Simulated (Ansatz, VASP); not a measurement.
Au in VASP and in Ansatz

```
CELL_PARAMETERS angstrom
0.00000 2.02296 2.02296
2.02296 0.00000 2.02296
2.02296 2.02296 0.00000
ATOMIC_POSITIONS crystal
Au 0.00000 0.00000 0.00000
```

Alike in both runs: task single point; functional LDA; k mesh 13 × 13 × 13; no spin polarisation.

```csv
,VASP,Ansatz
version,VASP 6.6.1,Ansatz 0.2.0
potentials or method,"VASP PAW LDA potentials, release 64 (Au), cutoff 520 eV","plane waves (420 eV) with PAW, scalar-relativistic"
occupations,"methfessel-paxton of order 1, width 0.2 eV","cold, width 0.2 eV"
valence electrons in the cell,11,19
```

VASP gave:

| Property | Result |
| --- | --- |
| pressure (GPa) | 0.4 |

Question: Estimate Ansatz's values.

Answer: Pressure (GPa): -0.1.

Ansatz warns that its potentials were made for another functional, while VASP's fit it. LDA's correlation is that of Perdew and Zunger in VASP and of Perdew and Wang (1992) in Ansatz. VASP's potentials hold 11 valence electrons a cell and Ansatz's 19, so a difference there can come from the potentials and not from the codes.

Neither program's run includes spin-orbit coupling.
